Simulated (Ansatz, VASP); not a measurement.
**Two plane-wave programs on VSiPt3**

The input INCAR:

```
PREC     = Accurate       # precision mode
ENCUT    = 520            # plane-wave cutoff, eV
EDIFF    = 1E-7           # SCF threshold, eV
ISMEAR   = 0              # smearing method
SIGMA    = 0.1            # smearing width, eV
LREAL    = False          # projectors in reciprocal space
LASPH    = True           # aspherical terms in the spheres
NELM     = 150            # most SCF steps
ALGO     = Normal         # electronic algorithm
ISIF     = 2              # what is computed and relaxed
LWAVE    = False          # write WAVECAR
LCHARG   = True           # write CHGCAR
ISPIN    = 2              # spin polarisation
MAGMOM   = 2 0 0 0 0      # initial moments
LORBIT   = 11             # projections on sites
LMAXMIX  = 4              # l up to which the mixer works
GGA      = PE             # functional
LELF     = True           # ELF
LVHAR    = True         
NBANDS   = 36             # bands
```

File KPOINTS:

```
Automatic mesh
0
Gamma
  4 4 4
```

Contents of POSCAR:

```
VSiPt3
1.0
    4.1133087574      0.0000000000      0.0000000000
    0.0000000000      4.1133087574      0.0000000000
    0.0000000000      0.0000000000      4.1133087574
V Si Pt
1 1 3
Direct
    0.0000000000      0.0000000000      0.0000000000
    0.5000000000      0.5000000000      0.5000000000
    0.0000000000      0.5000000000      0.5000000000
    0.5000000000      0.0000000000      0.5000000000
    0.5000000000      0.5000000000      0.0000000000
```

Input for Ansatz:

```yaml
crystal:
  lattice:
    - [4.1133087574, 0.0, 0.0]
    - [0.0, 4.1133087574, 0.0]
    - [0.0, 0.0, 4.1133087574]
  atoms:
    - { symbol: V, position: [0.0, 0.0, 0.0], spin: 2.0 }
    - { symbol: Si, position: [0.5, 0.5, 0.5] }
    - { symbol: Pt, position: [0.0, 0.5, 0.5] }
    - { symbol: Pt, position: [0.5, 0.0, 0.5] }
    - { symbol: Pt, position: [0.5, 0.5, 0.0] }
basis:
  ecutwfc: 420
kpoints:
  mp_grid: { grid: [4, 4, 4] }
hamiltonian:
  xc: pbe
scf:
  occupations: { method: gaussian, width: 0.1 }
  lower_state_search: "off"
output:
  forces: true
  stress: true
  eigenvalues: true
  populations: true
magnetization:
  spin_polarized: true
```

Alike in both runs: task single point; functional PBE; k mesh 4 × 4 × 4; occupations gaussian, width 0.1 eV; collinear spin.

```csv
,VASP,Ansatz
version,VASP 6.6.1,Ansatz 0.2.0
potentials or method,"VASP PAW PBE potentials, release 64 (V_sv, Si, Pt), cutoff 520 eV","scalar-relativistic, plane waves, PAW"
valence electrons in the cell,47,71
```

Ansatz gave:

```
gap on the k mesh at the Fermi level (eV)                     : none
net moment per atom (μB)                                      : 0.62
size of the moment on the site where the two differ most (μB) : 2.50
```

Problem. What did VASP give for the same quantities?

Solution. gap on the k mesh at the Fermi level (eV): none; net moment per atom (μB): 0.62; size of the moment on the site where the two differ most (μB): 2.46.

Site moments also hang on the region over which each program counts them. A gap of «none» marks a metal or a gap that the smearing closes. The functional is the same, so the differences come from potentials, cutoffs and numerics. VASP's potentials hold 47 valence electrons a cell and Ansatz's 71, so a difference there can come from the potentials and not from the codes.

The k mesh is coarse, so the values compare programs but aren't converged. Spin-orbit coupling is off throughout.
